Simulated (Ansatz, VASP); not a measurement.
WS in VASP and in Ansatz

```
W S
1.0
     0.00000    2.74198    2.74198
     2.74198    0.00000    2.74198
     2.74198    2.74198    0.00000
W S
1 1
Direct
  0.00000 0.00000 0.00000
  0.50000 0.50000 0.50000
```

Alike in both runs: functional PBE; k mesh 14 × 14 × 14; occupations gaussian, width 0.1 eV; collinear spin; Hubbard terms W d U = 6.2 eV.

Ansatz relaxed the structure, and its values are those at the end. VASP's run is a single point on that final structure, the one shown.

```csv
,VASP,Ansatz
version,VASP 6.6.1,Ansatz 0.2.0
potentials or method,"VASP PAW PBE potentials, release 64 (W_sv, S), cutoff 520 eV","scalar-relativistic, plane waves, PAW"
valence electrons in the cell,20,20
```

```tsv
	VASP	Ansatz	Ansatz less VASP
gap on the k mesh at the Fermi level (eV)	none	none	-
pressure (GPa)	-5.0	0.0	+5.02
net moment per atom (μB)	1.86	2.00	+0.139
size of the moment on the site where the two differ most (μB)	3.05	2.97	-0.075
```

The net moments are unlike, so the other rows may belong to different states. Site moments also hang on the region over which each program counts them. The programs project onto different local orbitals, so the same U acts differently, and such runs can settle in different states. A gap of «none» marks a metal or a gap that the smearing closes. Ansatz's warnings: filled band counts differ across k points.

Neither program's run includes spin-orbit coupling.
